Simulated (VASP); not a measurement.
Zn2CdS3, 6 atoms in the cell. It takes space group P3m1 (No. 156, trigonal). Conventional cell: a = 3.951 Å, b = 3.951 Å, c = 9.775 Å, α = 90.00°, β = 90.00°, γ = 120.00°. Zn (site symmetry 3m) has 4 S at 2.35 to 2.40 Å within 3.1 Å. Zn (site symmetry 3m) has 4 S at 2.35 to 2.40 Å within 3.1 Å. Within 3.3 Å of Cd (site symmetry 3m) lie 4 S at 2.51 to 2.55 Å. S (site symmetry 3m) has 4 Zn at 2.35 to 2.40 Å within 3.1 Å. Within 3.1 Å of S (site symmetry 3m) lie 1 Zn at 2.35 Å and 3 Cd at 2.51 Å. Within 3.2 Å of S (site symmetry 3m) lie 3 Zn at 2.40 Å and 1 Cd at 2.55 Å. 

```yaml
Program: VASP 6.6.1
Task: relaxation of cell and atoms
Functional: PBE
Potentials_or_basis: VASP PAW PBE potentials, release 64 (Zn, Cd, S)
Cutoff: 600 eV
k_mesh: 12 × 12 × 4
Occupations: gaussian, width 0.02 eV
Spin: no spin polarisation
Dipole_correction: no
Further_INCAR_settings: ALGO = Normal; EDIFF = 1e-06; IBRION = 2; EDIFFG = -0.01; NSW = 100; ISIF = 3
```

Potentials or basis: VASP PAW PBE potentials, release 64 (Zn, Cd, S).

Launch:

```bash
$ cat potpaw_PBE.64/Zn/POTCAR potpaw_PBE.64/Cd/POTCAR potpaw_PBE.64/S/POTCAR > POTCAR
$ mpirun -np 1 vasp_std > vasp.out
```

Hardware: 1 thread of Oxide Virtual Turin-like Processor, on a shared host.

Q: Estimate the wall time of this run.

A: It took 12 min on 1 thread of Oxide Virtual Turin-like Processor, with other jobs on the host, peak memory 0.49 GiB. Counts: scf iterations 22, k points 69, ion steps 2.
